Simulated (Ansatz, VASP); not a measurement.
# CaSe in VASP and in Ansatz

```
CELL_PARAMETERS angstrom
0.00000 3.30000 3.30000
3.30000 0.00000 3.30000
3.30000 3.30000 0.00000
ATOMIC_POSITIONS crystal
Ca 0.00000 0.00000 0.00000
Se 0.75000 0.75000 0.75000
```

Alike in both runs: task single point; functional LDA; k mesh 6 × 6 × 6; occupations gaussian, width 0.1 eV; no spin polarisation.

|  | VASP | Ansatz |
| --- | --- | --- |
| version | VASP 6.6.1 | Ansatz 0.2.0 |
| potentials or method | VASP PAW LDA potentials, release 64 (Ca_sv, Se), cutoff 500 eV | scalar-relativistic, plane waves, PAW |
| valence electrons in the cell | 16 | 26 |

VASP gave:

| Property | Result |
| --- | --- |
| gap on the k mesh at the Fermi level (eV) | 2.89 |
| least direct gap on the mesh (eV) | 2.99 |
| pressure (GPa) | -2.6 |

Question: Which values does Ansatz return?

Answer: gap on the k mesh at the Fermi level (eV): 2.88; least direct gap on the mesh (eV): 2.97; pressure (GPa): -2.7.

LDA's correlation is that of Perdew and Zunger in VASP and of Perdew and Wang (1992) in Ansatz. VASP's potentials hold 16 valence electrons a cell and Ansatz's 26, so a difference there can come from the potentials and not from the codes.
